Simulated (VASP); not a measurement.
# TaN (Fm-3m) in VASP: further runs

The runs below take TaN through relaxation of cell and atoms, with PBE+D4, BLYP+D4.

Everything below comes from runs of VASP 6.6.1. Logs are shortened: lines on timing, memory, paths and dates and some standing lists are left out, and cuts for length are marked.

### 1 The cell of the first run

The structure is cubic, space group Fm-3m (No. 225). The conventional cell has a = 4.423 Å, b = 4.423 Å, c = 4.423 Å, α = 90.00°, β = 90.00°, γ = 90.00°. Within 2.9 Å of Ta (site symmetry m-3m) lie 6 N at 2.21 Å. N (site symmetry m-3m) has 6 Ta at 2.21 Å within 2.9 Å.

### 2 Relaxation of cell and atoms, PBE+D4

INCAR reads:

```
  PREC = Accurate
  ENCUT = 600
  EDIFF = 1E-6
  ISMEAR = -1
  SIGMA = 0.05
  LREAL = False
  LASPH = True
  NELM = 60
  ALGO = Normal
  ISIF = 3
  LWAVE = False
  LCHARG = False
  GGA = PE
  IVDW = 13
  IBRION = 2
  NSW = 80
  EDIFFG = -0.01
```

KPOINTS reads:

```
Automatic mesh
0
Gamma
  10 10 10
```

POSCAR reads:

```
TaN
1.0
    0.0000000000      2.2113230000      2.2113230000
    2.2113230000      0.0000000000      2.2113230000
    2.2113230000      2.2113230000      0.0000000000
Ta N
1 1
Direct
    0.5000000000      0.5000000000      0.5000000000
    0.0000000000      0.0000000000      0.0000000000
```

Potentials or basis: VASP PAW PBE potentials, release 64 (Ta_pv, N).

Command:

```bash
$ cat potpaw_PBE.64/Ta_pv/POTCAR potpaw_PBE.64/N/POTCAR > POTCAR
$ mpirun -np 1 vasp_std > vasp.out
```

OUTCAR:

```text
PREC = Accurate
   ENCUT = 600
   EDIFF = 1E-6
   ISMEAR = -1
   LREAL = False
   LASPH = True
   NELM = 60
   ISIF = 3
   GGA = PE
   IVDW = 13
   IBRION = 2
   NSW = 80
   EDIFFG = -0.01

 ion  position               nearest neighbor table
   1  0.500  0.500  0.500-   2 2.21   2 2.21   2 2.21   2 2.21   2 2.21   2 2.21
   2  0.000  0.000  0.000-   1 2.21   1 2.21   1 2.21   1 2.21   1 2.21   1 2.21

  LATTYP: Found a face centered cubic cell.
 ALAT       =     4.4226460000

  Lattice vectors:

 A1 = (   0.0000000000,   2.2113230000,   2.2113230000)
 A2 = (   2.2113230000,   0.0000000000,   2.2113230000)
 A3 = (   2.2113230000,   2.2113230000,   0.0000000000)

Analysis of symmetry for initial positions (statically):
=====================================================================
 Subroutine PRICEL returns:
 Original cell was already a primitive cell.

 Routine SETGRP: Setting up the symmetry group for a
 face centered cubic supercell.

 Subroutine GETGRP returns: Found 48 space group operations
 (whereof 48 operations were pure point group operations)
 out of a pool of 48 trial point group operations.

The static configuration has the point symmetry O_h .

Analysis of symmetry for dynamics (positions and initial velocities):
=====================================================================
 Subroutine PRICEL returns:
 Original cell was already a primitive cell.

 Routine SETGRP: Setting up the symmetry group for a
 face centered cubic supercell.

 Subroutine GETGRP returns: Found 48 space group operations
 (whereof 48 operations were pure point group operations)
 out of a pool of 48 trial point group operations.

The dynamic configuration has the point symmetry O_h .

 Subroutine INISYM returns: Found 48 space group operations
 (whereof 48 operations are pure point group operations),
 and found     1 'primitive' translations

----------------------------------------------------------------------------------------

                                     Primitive cell

  volume of cell :      21.6265

  direct lattice vectors                    reciprocal lattice vectors
     0.000000000  2.211323000  2.211323000    -0.226108985  0.226108985  0.226108985
     2.211323000  0.000000000  2.211323000     0.226108985 -0.226108985  0.226108985
     2.211323000  2.211323000  0.000000000     0.226108985  0.226108985 -0.226108985

  length of vectors
     3.127282977  3.127282977  3.127282977     0.391632251  0.391632251  0.391632251

  position of ions in fractional coordinates (direct lattice)
     0.500000000  0.500000000  0.500000000
     0.000000000  0.000000000  0.000000000

  ion indices of the primitive-cell ions
   primitive index   ion index
                 1           1
                 2           2

----------------------------------------------------------------------------------------

 KPOINTS: Automatic mesh

Automatic generation of k-mesh.
 Grid dimensions read from file:
 generate k-points for:   10   10   10

 Generating k-lattice:

  Cartesian coordinates                     Fractional coordinates (reciprocal lattice)
    -0.022610899  0.022610899  0.022610899     0.100000000  0.000000000  0.000000000
     0.022610899 -0.022610899  0.022610899     0.000000000  0.100000000  0.000000000
     0.022610899  0.022610899 -0.022610899     0.000000000  0.000000000  0.100000000

  Length of vectors
     0.039163225  0.039163225  0.039163225

  Shift w.r.t. Gamma in fractional coordinates (k-lattice)
     0.000000000  0.000000000  0.000000000

 Subroutine IBZKPT returns following result:
 ===========================================

 Found     47 irreducible k-points:

 Following reciprocal coordinates:
            Coordinates               Weight
  0.000000  0.000000  0.000000      1.000000
  0.100000  0.000000  0.000000      8.000000
  0.200000  0.000000  0.000000      8.000000
  0.300000  0.000000  0.000000      8.000000
  0.400000  0.000000  0.000000      8.000000
  0.500000  0.000000  0.000000      4.000000
[... 16 lines left out ...]
  0.300000  0.300000  0.000000      6.000000
  0.400000  0.300000  0.000000     24.000000
 [... further k-points ...]
   k-points           NKPTS =     47   k-points in BZ     NKDIM =     47   number of bands    NBANDS=     12
   number of dos      NEDOS =    301   number of ions     NIONS =      2
   total plane-waves  NPLWV =  21952
   dimension x,y,z NGX =    28 NGY =   28 NGZ =   28
   dimension x,y,z NGXF=    56 NGYF=   56 NGZF=   56
   ions per type =               1   1
   NGX,Y,Z   is equivalent  to a cutoff of  14.88, 14.88, 14.88 a.u.
   NGXF,Y,Z  is equivalent  to a cutoff of  29.77, 29.77, 29.77 a.u.
 SYSTEM =  unknown system
   PREC   = accura    normal or accurate (medium, high low for compatibility)
   ISTART =      0    job   : 0-new  1-cont  2-samecut
   ICHARG =      2    charge: 1-file 2-atom 10-const
   ISPIN  =      1    spin polarized calculation?
   LNONCOLLINEAR =      F non collinear calculations
   LSORBIT =      F    spin-orbit coupling
   LASPH  =      T    aspherical Exc in radial PAW
   ENCUT  =  600.0 eV  44.10 Ry    6.64 a.u.   6.25  6.25  6.25*2*pi/ulx,y,z
   NELM   =     60;   NELMIN=  2; NELMDL= -5     # of ELM steps
   EDIFF  = 0.1E-05   stopping-criterion for ELM
   LREAL  =      F    real-space projection
   EDIFFG = -.1E-01   stopping-criterion for IOM
   NSW    =     80    number of steps for IOM
   IBRION =      2    ionic relax: 0-MD 1-quasi-New 2-CG
   NFREE  =      1    steps in history (QN), initial steepest desc. (CG)
   ISIF   =      3    stress and relaxation
   ISYM   =      2    0-nonsym 1-usesym 2-fastsym
   POTIM  = 0.5000    time-step for ionic-motion
   TEBEG  =    0.0;   TEEND  =   0.0 temperature during run
   PSTRESS=    0.0 pullay stress
   NELECT =      16.0000    total number of electrons
   NUPDOWN=      -1.0000    fix difference up-down
   EMIN   =  10.00;   EMAX   =-10.00  energy-range for DOS
   EFERMI =   0.00;   METHOD = LEGACY
   ISMEAR =    -1;   SIGMA  =   0.05  broadening in eV -4-tet -1-fermi 0-gaus
   EFERMI_NEDOS =   21; number of points for ismear=-14 and -15
   IALGO  =     38    algorithm
   IMIX   =      4    mixing-type and parameters
     AMIX     =   0.40;   BMIX     =  1.00
     AMIX_MAG =   1.60;   BMIX_MAG =  1.00
  volume/ion in A,a.u.               =      10.81        72.97
  Fermi-wavevector in a.u.,A,eV,Ry     =   1.480651  2.798024 29.828417  2.192327
  Thomas-Fermi vector in A             =   2.594659
   LORBIT       =      0    0 simple, 1 ext, 2 COOP (PROOUT), +10 PAW based schemes
   GGA     = PE    functional components
   LHFCALC =     F    Hartree Fock is set to
   AEXX    =    0.0000 exact exchange contribution
   IVDW    =    13    specifies the selected vdW correction
   LEPSILON=     F    determine dielectric tensor
   LRPA    =     F    only Hartree local field effects (RPA)
 conjugate gradient relaxation of ions
 non-spin polarized calculation
  energy-cutoff  :      600.00
  volume of cell :       21.63
 maximum number of plane-waves:       740
 NGX is ok and might be reduce to    28
   NGX = 13   NGY = 13   NGZ = 13

--------------------------------------- Ionic step        1  -------------------------------------------

 number of electron      15.9999999 magnetization

 Free energy of the ion-electron system (eV)
  ---------------------------------------------------
  ext. energy  EPLUGINS =         0.00000000
  ---------------------------------------------------
  free energy    TOTEN  =       -21.84438578 eV

  energy without entropy =      -21.83848285  energy(sigma->0) =      -21.84143432

------------------------ aborting loop because EDIFF is reached ----------------------------------------

  DFT-D4 for vdW energy calculation

  Edisp (eV):   -0.62593

  FORCE on cell =-STRESS in cart. coord.  units (eV):
  Direction    XX          YY          ZZ          XY          YZ          ZX
  --------------------------------------------------------------------------------------
  -------------------------------------------------------------------------------------
  Total      -0.77638    -0.77638    -0.77638     0.00000    -0.00000     0.00000
  in kB     -57.51729   -57.51729   -57.51729     0.00000    -0.00000     0.00000
  external pressure =      -57.52 kB  Pullay stress =        0.00 kB
[... 21 lines left out ...]
  energy  without entropy=      -22.4644140962  energy(sigma->0) =      -22.46736556

--------------------------------------- Ionic step        2  -------------------------------------------

 number of electron      16.0000001 magnetization

 E-fermi :  10.0311     XC(G=0): -13.6605

 val. band max:        9.9248465023   @ k =  -0.2000   0.2000   0.0000
 cond. band min:      10.0688983063   @ k =  -0.3000   0.3000   0.1000
 fundamental gap:      0.1440518040
 Fermi energy:        10.0311017906

 k-point     1 :       0.0000    0.0000    0.0000
  band No.  band energies     occupation
      1     -25.7075      2.00000
      2     -25.7075      2.00000
      3     -25.7075      2.00000
      4      -9.1836      2.00000
      5       6.0733      2.00000
      6       6.0733      2.00000
      7       6.0733      2.00000
      8       7.7805      2.00000
      9       7.7805      2.00000
     10       7.7805      2.00000
     11      10.0721      0.61184
     12      10.0721      0.61175
[... 422 lines left out ...]
  energy  without entropy=      -22.4713663035  energy(sigma->0) =      -22.47426810

--------------------------------------- Ionic step        4  -------------------------------------------

 number of electron      15.9999999 magnetization

 Free energy of the ion-electron system (eV)
  ---------------------------------------------------
  ext. energy  EPLUGINS =         0.00000000
  ---------------------------------------------------
  free energy    TOTEN  =       -21.83924230 eV

  energy without entropy =      -21.83343092  energy(sigma->0) =      -21.83633661

 E-fermi :   9.5782     XC(G=0): -13.4408

 val. band max:        9.4827651060   @ k =  -0.2000   0.2000   0.0000
 cond. band min:       9.6101235672   @ k =   0.0000   0.0000   0.0000
 fundamental gap:      0.1273584613
 Fermi energy:         9.5781911749

 k-point     1 :       0.0000    0.0000    0.0000
  band No.  band energies     occupation
      1     -26.2373      2.00000
      2     -26.2373      2.00000
      3     -26.2373      2.00000
      4      -9.3090      2.00000
      5       5.7339      2.00000
      6       5.7339      2.00000
      7       5.7339      2.00000
      8       7.4398      2.00000
      9       7.4398      2.00000
     10       7.4398      2.00000
     11       9.6101      0.69110
     12       9.6101      0.69110
[... 378 lines left out ...]
  FREE ENERGIE OF THE ION-ELECTRON SYSTEM (eV)
  ---------------------------------------------------
  free  energy   TOTEN  =       -22.4771796376 eV

  energy  without entropy=      -22.4713682547  energy(sigma->0) =      -22.47427395

 reached required accuracy - stopping structural energy minimisation
```

Wall time 21 s (1 thread of Intel Xeon 6975P-C (Granite Rapids), shared host); peak memory 0.17 GiB.

Results:

```yaml
Free_energy: -22.4772 eV
Relaxed_volume: 10.63 Å³/atom
Relaxed_cell: a = 3.109 Å, b = 3.109 Å, c = 3.109 Å, α = 60.00°, β = 60.00°, γ = 60.00°
Space_group_after_relaxing_to_0.05_Å: Fm-3m (No. 225)
Energy_gained_by_relaxing: 3.4 meV/atom
Ionic_steps: 4
Pressure_after_relaxing: 0.0 GPa
Band_gap_on_the_k_mesh: zero (band 8 reaches 11.45 eV, above the bottom of band 9 at 7.44 eV)
Dispersion_energy_per_atom: -0.319 eV
```

Step by step:
```
step  energy change (eV)  largest force (eV/Å)  pressure (GPa)  volume (Å³)
   1              0.0000                0.0000           -5.75        21.63
   2              0.0276                0.0000           14.67        20.43
   3             -0.0069                0.0000            0.24        21.24
   4             -0.0069                0.0000           -0.01        21.25
```

Final structure:
```cif
data_structure
_symmetry_space_group_name_H-M 'P 1'
_symmetry_Int_Tables_number 1
_cell_length_a 3.1092
_cell_length_b 3.1092
_cell_length_c 3.1092
_cell_angle_alpha 60.000
_cell_angle_beta 60.000
_cell_angle_gamma 60.000
_cell_volume 21.25
loop_
_atom_site_label
_atom_site_type_symbol
_atom_site_fract_x
_atom_site_fract_y
_atom_site_fract_z
_atom_site_occupancy
Ta1 Ta 0.50000 0.50000 0.50000 1
N1 N 0.00000 0.00000 0.00000 1
```

Levels at points of the mesh, in eV from the Fermi level:
| k point | band 4 | band 5 | band 6 | band 7 | band 8 | band 9 | band 10 | band 11 | band 12 |
| --- | --- | --- | --- | --- | --- | --- | --- | --- | --- |
| (0.00, 0.00, 0.00) | -18.89 | -3.84 | -3.84 | -3.84 | -2.14 | -2.14 | -2.14 | 0.03 | 0.03 |
| (0.50, 0.00, 0.00) | -15.86 | -10.40 | -7.60 | -7.60 | 1.87 | 1.87 | 1.97 | 3.80 | 7.51 |
| (0.50, 0.50, 0.00) | -17.63 | -6.67 | -5.50 | -4.66 | -4.66 | 2.09 | 3.51 | 3.51 | 4.51 |

Caveat: spin-orbit coupling is left out, which moves the levels of the heavy elements; pairwise dispersion overbinds metals, which lowers pressure and volume.

### 3 Relaxation of cell and atoms, BLYP+D4

INCAR reads:

```
PREC = Accurate
ENCUT = 600
EDIFF = 1E-7
ISMEAR = -1
SIGMA = 0.05
LREAL = F
LASPH = T
NELM = 100
ALGO = Normal
ISIF = 3
LWAVE = F
LCHARG = F
GGA = B5
ALDAX = 1.0
AGGAX = 1.0
AGGAC = 1.0
ALDAC = 0.0
IVDW = 13
VDW_S6 = 1.0
VDW_S8 = 2.34076671
VDW_A1 = 0.44488865
VDW_A2 = 4.0933009
IBRION = 2
NSW = 80
EDIFFG = -0.01
```

KPOINTS is that of step 2.

POSCAR is that of step 2.

Potentials or basis: VASP PAW PBE potentials, release 64 (Ta_pv, N).

Command:

```bash
$ cat potpaw_PBE.64/Ta_pv/POTCAR potpaw_PBE.64/N/POTCAR > POTCAR
$ mpirun -np 1 vasp_std > vasp.out
```

Wall time 33 s (1 thread of Intel Xeon 6975P-C (Granite Rapids), shared host); peak memory 0.17 GiB.

Results (log left out):

```
Free energy                            : -21.0095 eV
Relaxed volume                         : 10.88 Å³/atom
Relaxed cell                           : a = 3.134 Å, b = 3.134 Å, c = 3.134 Å, α = 60.00°, β = 60.00°, γ = 60.00°
Space group after relaxing (to 0.05 Å) : Fm-3m (No. 225)
Energy gained by relaxing              : 0.4 meV/atom
Ionic steps                            : 3
Pressure after relaxing                : 0.0 GPa
Band gap on the k mesh                 : zero (band 8 reaches 11.53 eV, above the bottom of band 9 at 7.76 eV)
Dispersion energy per atom             : -0.585 eV
```

The path:
```
step  energy change (eV)  largest force (eV/Å)  pressure (GPa)  volume (Å³)
   1              0.0000                0.0000            2.00        21.63
   2              0.0030                0.0000           -4.13        22.05
   3             -0.0008                0.0000            0.00        21.76
```

Final structure:
```xyz
2
Lattice="0.0000 2.2159 2.2159 2.2159 0.0000 2.2159 2.2159 2.2159 0.0000" Properties=species:S:1:pos:R:3 pbc="T T T"
Ta    2.2159    2.2159    2.2159
N     0.0000    0.0000    0.0000
```

Levels at points of the mesh, in eV from the Fermi level:
| k point | band 6 | band 7 | band 8 | band 9 | band 10 | band 11 |
| --- | --- | --- | --- | --- | --- | --- |
| (0.00, 0.00, 0.00) | -3.79 | -3.79 | -2.06 | -2.06 | -2.06 | 0.03 |
| (0.50, 0.00, 0.00) | -7.42 | -7.42 | 1.71 | 1.71 | 1.84 | 4.15 |
| (0.50, 0.50, 0.00) | -5.21 | -4.56 | -4.56 | 1.97 | 3.25 | 3.25 |

Caveat: the PAW data sets were made with another functional, which shifts forces and pressure a little; spin-orbit coupling is left out, which moves the levels of the heavy elements; pairwise dispersion overbinds metals, which lowers pressure and volume.
